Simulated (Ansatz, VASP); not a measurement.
## Ni: VASP beside Ansatz

```xyz
1
Lattice="0.0000 1.7600 1.7600 1.7600 0.0000 1.7600 1.7600 1.7600 0.0000" Properties=species:S:1:pos:R:3 pbc="T T T"
Ni    0.0000    0.0000    0.0000
```

Alike in both runs: task single point; functional LDA; k mesh 16 × 16 × 16; occupations gaussian, width 0.05 eV; collinear spin.

|  | VASP | Ansatz |
| --- | --- | --- |
| version | VASP 6.6.1 | Ansatz 0.2.0 |
| potentials or method | VASP PAW LDA potentials, release 64 (Ni), cutoff 520 eV | scalar-relativistic, plane waves, PAW |
| valence electrons in the cell | 10 | 18 |

|  | VASP | Ansatz | Ansatz less VASP |
| --- | --- | --- | --- |
| gap on the k mesh at the Fermi level (eV) | none | none | - |
| pressure (GPa) | -17.6 | -17.6 | -0.09 |
| net moment per atom (μB) | 0.58 | 0.59 | +0.015 |
| size of the moment on the site where the two differ most (μB) | 0.58 | 0.62 | +0.038 |

LDA's correlation is that of Perdew and Zunger in VASP and of Perdew and Wang (1992) in Ansatz. Site moments also hang on the region over which each program counts them. A gap of «none» marks a metal or a gap that the smearing closes. VASP's potentials hold 10 valence electrons a cell and Ansatz's 18, so a difference there can come from the potentials and not from the codes.
